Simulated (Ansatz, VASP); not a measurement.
**Two plane-wave programs on CdH6**

POSCAR

```
CdH6
1.0
    5.8379822988      0.0654198507      0.0237512252
    0.2079212741      5.9604369438      0.1166819533
    0.0732759477      0.2070968627      5.8668653082
Cd H
1 6
Direct
    0.9940011891      0.9460897051      0.0308397276
    0.5451134453      0.0901844844      0.4542065128
    0.4684100856      0.1548433157      0.5337811034
   -0.0133413828      0.4053311220      0.5791292671
    0.0157993190      0.4972906931      0.4922659985
    0.5395467490      0.4070749356     -0.0315581407
    0.4504705946      0.4991857441      0.9413355312
```

File INCAR.step1:

```
PREC = Accurate
ENCUT = 520
ISMEAR = 0
SIGMA = 0.02
LREAL = False
LASPH = True
NELM = 80
NBANDS = 18
GGA = PE
ALGO = Normal
EDIFF = 1E-4
LWAVE = True
LCHARG = False
```

Contents of INCAR.step2:

```
PREC = Accurate
ENCUT = 520
EDIFF = 1E-6
ISMEAR = 0
SIGMA = 0.02
LREAL = False
LASPH = True
NELM = 80
ALGO = Normal
ISIF = 2
LWAVE = False
LCHARG = False
METAGGA = R2SCAN
LMIXTAU = True
NBANDS = 18
ISTART = 1
```

Contents of KPOINTS:

```
regular mesh
0
Gamma
  4 4 4
```

Input for Ansatz:

```yaml
crystal:
  lattice:
    - [5.8379822988, 0.0654198507, 0.0237512252]
    - [0.2079212741, 5.9604369438, 0.1166819533]
    - [0.0732759477, 0.2070968627, 5.8668653082]
  atoms:
    - { symbol: Cd, position: [0.9940011891, 0.9460897051, 0.0308397276] }
    - { symbol: H, position: [0.5451134453, 0.0901844844, 0.4542065128] }
    - { symbol: H, position: [0.4684100856, 0.1548433157, 0.5337811034] }
    - { symbol: H, position: [-0.0133413828, 0.405331122, 0.5791292671] }
    - { symbol: H, position: [0.015799319, 0.4972906931, 0.4922659985] }
    - { symbol: H, position: [0.539546749, 0.4070749356, -0.0315581407] }
    - { symbol: H, position: [0.4504705946, 0.4991857441, 0.9413355312] }
basis:
  ecutwfc: 500
kpoints:
  mp_grid: { grid: [4, 4, 4] }
  band_path:
    path:
      - [[0.0, 0.0, 0.0], [0.0, 0.0, 0.5]]
      - [[0.5, 0.0, 0.0], [0.0, 0.0, 0.0], [0.0, 0.5, 0.0]]
      - [[0.5, 0.5, 0.5], [0.0, 0.0, 0.0], [0.5, 0.5, 0.0]]
      - [[0.0, 0.5, 0.5], [0.0, 0.0, 0.0], [0.5, 0.0, 0.5]]
    npoints: 14
hamiltonian:
  xc: r2scan
scf:
  occupations: { method: gaussian, width: 0.02 }
  n_extra_bands: 17
output:
  forces: true
  stress: true
  eigenvalues: true
  populations: true
  dos: { projected: true, de: 0.02, nscf_kmesh: { grid: [6, 6, 6] } }
  bader: true
  write_density: true
  write_potential: true
  elf: true
  volumetric_format: npy
```

Alike in both runs: task single point; functional r2SCAN; k mesh 4 × 4 × 4; occupations gaussian, width 0.02 eV; no spin polarisation.

|  | VASP | Ansatz |
| --- | --- | --- |
| version | VASP 6.6.1 | Ansatz 0.2.0 |
| potentials or method | VASP PAW PBE potentials, release 64 (Cd, H), cutoff 520 eV | scalar-relativistic, plane waves, PAW |
| valence electrons in the cell | 18 | 26 |

VASP gave:

- gap on the k mesh at the Fermi level (eV): 3.81
- least direct gap on the mesh (eV): 3.81
- pressure (GPa): -0.3
- traceless stress, the component that is largest in VASP (GPa): 0.11
- rms of the force components (eV/Å): 0.158

Task: What did Ansatz give for the same quantities?

Result: gap on the k mesh at the Fermi level (eV): 3.80; least direct gap on the mesh (eV): 3.80; pressure (GPa): -0.2; traceless stress, the component that is largest in VASP (GPa): 0.11; rms of the force components (eV/Å): 0.162.

VASP's potentials were made for PBE, not for r2SCAN. Atom by atom the forces differ by 0.004 eV/Å (rms over components). VASP's potentials hold 18 valence electrons a cell and Ansatz's 26, so a difference there can come from the potentials and not from the codes. Ansatz's warnings: xc potential rough in thin density.
